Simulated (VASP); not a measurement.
Wanted: the native input for a VASP 6.6.1 run.

| Quantity | Value |
| --- | --- |
| Task | single point |
| Functional | RPBE |
| Potentials or basis | VASP PAW PBE potentials, release 64 (Nb_sv) |
| Cutoff | 520 eV |
| k mesh | 14 × 14 × 4 |
| Occupations | fermi-dirac, width 0.1 eV |
| Spin | no spin polarisation |
| Dipole correction | no |
| Further INCAR settings | ALGO = Normal; EDIFF = 1e-06; NBANDS = 34 |

The structure of Nb lies in POSCAR:

```
Nb
1.0
    2.8454524404      0.0000000000      0.0000000000
   -1.4227262202      2.4642340987      0.0000000000
    0.0000000000      0.0000000000     10.4155632556
Nb
4
Direct
    0.0000000000      1.0000000000      1.0000000000
    0.0000000000      1.0000000000      0.5000000000
    0.3333333333      0.6666666667      0.2500000000
    0.6666666667      0.3333333333      0.7500000000
```

This isn't the form of Nb at room conditions, which is bcc.

These files were run (other wordings do the same):

INCAR

```
  PREC = Accurate
  ENCUT = 520
  EDIFF = 1E-6
  ISMEAR = -1
  SIGMA = 0.1
  LREAL = False
  LASPH = True
  NELM = 100
  ALGO = Normal
  ISIF = 2
  LWAVE = False
  LCHARG = False
  GGA = RP
  NBANDS = 34
```

KPOINTS

```
regular mesh
0
Gamma
  14 14 4
```

Potentials or basis: VASP PAW PBE potentials, release 64 (Nb_sv).

Command:

```sh
$ cat potpaw_PBE.64/Nb_sv/POTCAR > POTCAR
$ mpirun -np 1 vasp_std > vasp.out
```

It gave:

```yaml
Pressure: 6.5 GPa
Band_gap_on_the_k_mesh: zero (bands 26 and 27 overlap by 1.52 eV)
```

Caveat: the cell stands under pressure; the PAW data sets were made with another functional, which shifts forces and pressure a little.

Wall time 76 s on 1 thread of Intel(R) Xeon(R) 6975P-C (Granite Rapids) (shared host), peak memory 0.28 GiB.
